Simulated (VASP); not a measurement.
Set up this calculation in VASP 6.6.1, as the native input.

* Task: single point
* Functional: PBEsol
* Potentials or basis: VASP PAW PBE potentials, release 64 (Sb, Mn_pv)
* Cutoff: 520 eV
* k mesh: 7 × 7 × 5
* Occupations: fermi-dirac, width 0.05 eV
* Spin: no spin polarisation
* Dipole correction: no
* Further INCAR settings: ALGO = Normal; EDIFF = 1e-07; NBANDS = 26

The structure of MnSb lies in POSCAR:

```
MnSb
1.0
    4.1500000000      0.0000000000      0.0000000000
   -2.0750000000      3.5940054257      0.0000000000
    0.0000000000      0.0000000000      5.7800000000
Sb Mn
2 2
Direct
    0.6666666667      0.3333333333      0.7500000000
    0.3333333333      0.6666666667      0.2500000000
    0.0000000000      0.0000000000      0.5000000000
    0.0000000000      0.0000000000      0.0000000000
```

These files were run (other wordings do the same):

INCAR

```
  PREC = Accurate
  ENCUT = 520
  EDIFF = 1E-7
  ISMEAR = -1
  SIGMA = 0.05
  LREAL = False
  LASPH = True
  NELM = 80
  ALGO = Normal
  ISIF = 2
  LWAVE = False
  LCHARG = False
  GGA = PS
  NBANDS = 26
```

KPOINTS

```
regular mesh
0
Gamma
  7 7 5
```

Potentials or basis: VASP PAW PBE potentials, release 64 (Sb, Mn_pv).

The run is started by

```sh
$ cat potpaw_PBE.64/Sb/POTCAR potpaw_PBE.64/Mn_pv/POTCAR > POTCAR
$ mpirun -np 1 vasp_std > vasp.out
```

Results of the run:

```yaml
Pressure: -20.0 GPa
Band_gap_on_the_k_mesh: zero (band 18 reaches 7.18 eV, above the bottom of band 19 at 6.89 eV)
```

Caveat: the PAW data sets were made with another functional, which shifts forces and pressure a little; spin-orbit coupling is left out, which moves the levels of the heavy elements.

Wall time 28 s on 1 thread of Intel(R) Xeon(R) 6975P-C (Granite Rapids) (shared host), peak memory 0.23 GiB.
